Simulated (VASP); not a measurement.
Input of a VASP 6.6.1 run:

INCAR

```
SYSTEM = H18SO8
ALGO     = Normal         ! electronic algorithm
EDIFF    = 1E-7           ! SCF threshold, eV
ENCUT    = 520            ! plane-wave cutoff, eV
GGA      = CA             ! functional
ISIF     = 2              ! what is computed and relaxed
ISMEAR   = -1             ! smearing method
LASPH    = .True.         ! aspherical terms in the spheres
LCHARG   = .True.         ! write CHGCAR
LELF     = .True.         ! ELF
LREAL    = Auto         
LVHAR    = .True.       
LWAVE    = .False.        ! write WAVECAR
NBANDS   = 55             ! bands
NELM     = 100            ! most SCF steps
PREC     = Accurate       ! precision mode
SIGMA    = 0.05           ! smearing width, eV
```

File KPOINTS:

```
k-points
0
Gamma
  1 1 1
  0 0 0
```

The input POSCAR:

```
H18SO8
1.0
    6.2144650000      0.0000000000      0.0000000000
    0.0000000000      6.2144650000      0.0000000000
    0.0000000000      0.0000000000      6.2144650000
O H S
8 18 1
Direct
    0.6960534817      0.4020297805      0.7052095394
    0.8178660593      0.2274210250      0.0741174019
    0.4613108288      0.7700099687      0.5390809989
    0.8275692276      0.5363937201      0.3503921898
    0.3837498481      0.5642319974      0.9260813280
    0.2386046104      0.2468756361      0.1658871681
    0.3485416685      0.1933231581      0.5450348501
    0.4829056081     -0.0705772741      0.1088589283
    0.8011952759      0.4584304522      0.6010171431
    0.7701065176      0.3465785068      0.8336518107
    0.7343190444      0.0943444045      0.0962914748
    0.9724570015      0.2082238777      0.1121737752
    0.5796154617      0.6811849451      0.4777885144
    0.4133903723      0.7185654759      0.6836630345
    0.8925627548      0.6506754805      0.2598775599
    0.7919104863      0.4152087106      0.2361587039
    0.5293939221      0.5161345345      0.8580947837
    0.4078709913      0.7007521967      1.0078582790
    0.2850607414      0.3749317117      0.0635131101
    0.3063015079      0.2668934494      0.3178391060
    0.4787057293      0.2713990665      0.5967689898
    0.3764764948      0.0342909647      0.5503450418
    0.4823745890     -0.1234217266      0.2536179703
    0.3674169860      0.0512353034      0.1210884606
    0.7722627772      0.7825130562      0.7902852458
    1.0492294992      0.6272462714      0.8544098325
    0.9712662313      0.8233049828      0.8781769629
```

Potentials or basis: VASP PAW LDA potentials, release 64 (O, H, S).

Command:

```console
$ cat potpaw_LDA.64/O/POTCAR potpaw_LDA.64/H/POTCAR potpaw_LDA.64/S/POTCAR > POTCAR
$ mpirun -np 1 vasp_gam > vasp.out
```

Predict the pressure.

0.0 GPa.

What does it give for the largest force?

1.606 eV/Å.

Forces in eV/Å, atoms in the order of the input:
```
O   -0.746  0.024  0.441
O   -0.193  0.782 -0.209
O    0.139  0.452 -0.227
O   -0.654  0.007 -1.024
O    0.635 -0.723 -0.745
O    0.016  1.143 -1.038
O    0.131 -0.046 -0.087
O    0.132  0.294 -0.956
H    0.284  0.293 -0.946
H    0.392 -0.842  0.747
H   -0.542 -0.428 -0.007
H    0.826 -0.135  0.208
H    0.052 -0.211  0.366
H    0.036 -0.489 -0.381
H    0.014 -0.117  0.197
H    0.357  0.500  0.853
H   -0.943  0.101  0.235
H    0.337  0.619  0.303
H   -0.070 -0.862  0.799
H   -0.761 -0.423  0.050
H    0.138 -0.363  0.262
H    0.231  0.505 -0.033
H    0.083 -0.531  1.513
H   -0.015  0.418 -0.355
H    0.426  0.043  0.132
H    0.249 -0.859 -0.279
S   -0.552  0.849  0.182
```

Caveat: the k points lie up to 1.01 Å⁻¹ apart; the atoms stand as in a frame of molecular dynamics.
